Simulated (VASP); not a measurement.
Wanted: the native input for a VASP 6.6.1 run.

| Property | Result |
| --- | --- |
| Task | relaxation of cell and atoms |
| Functional | PBE |
| Potentials or basis | VASP PAW PBE potentials, release 64 (Pt) |
| Cutoff | 600 eV |
| k mesh | 6 × 6 × 4 |
| Occupations | gaussian, width 0.1 eV |
| Spin | no spin polarisation |
| Dipole correction | no |
| Further INCAR settings | ALGO = Fast; EDIFF = 1e-07; IBRION = 2; EDIFFG = -0.04; NSW = 90; ISIF = 3 |

The structure of Pt lies in POSCAR:

```
Pt
1.0
    4.3609752053      0.0000000000      0.0000000000
   -2.1804876027      3.7767153131      0.0000000000
    0.0000000000      0.0000000000      5.0123498658
Pt
4
Direct
    0.0000000000      0.0000000000      0.2500000000
    0.0000000000      0.0000000000      0.7500000000
    0.3333333333      0.6666666667      0.7500000000
    0.6666666667      0.3333333333      0.2500000000
```

This isn't the form of Pt at room conditions, which is fcc.

The input as run:

INCAR

```
  ALGO = Fast
  EDIFF = 1E-7
  EDIFFG = -0.04
  ENCUT = 600
  GGA = PE
  IBRION = 2
  ISIF = 3
  ISMEAR = 0
  LASPH = T
  LCHARG = F
  LREAL = F
  LWAVE = F
  NELM = 100
  NSW = 90
  PREC = Accurate
  SIGMA = 0.1
```

KPOINTS

```
k-points
0
Gamma
  6 6 4
```

Potentials or basis: VASP PAW PBE potentials, release 64 (Pt).

Launch:

```bash
$ cat potpaw_PBE.64/Pt/POTCAR > POTCAR
$ mpirun -np 1 vasp_std > vasp.out
```

It gave:

```json
{"Relaxed volume": "20.72 Å³/atom", "Relaxed cell": "a = 4.356 Å, b = 4.356 Å, c = 5.043 Å, α = 90.00°, β = 90.00°, γ = 120.00°", "Space group after relaxing (to 0.1 Å)": "P6_3/mmc (No. 194)", "Energy gained by relaxing": "0.7 meV/atom", "Ionic steps": "3", "Pressure after relaxing": "0.0 GPa", "Band gap on the k mesh": "zero (bands 20 and 21 overlap by 1.59 eV)"}
```

Caveat: spin-orbit coupling is left out, which moves the levels of the heavy elements.

Wall time 3.2 min on 1 thread of Intel Xeon 8259CL (shared host), peak memory 0.24 GiB.
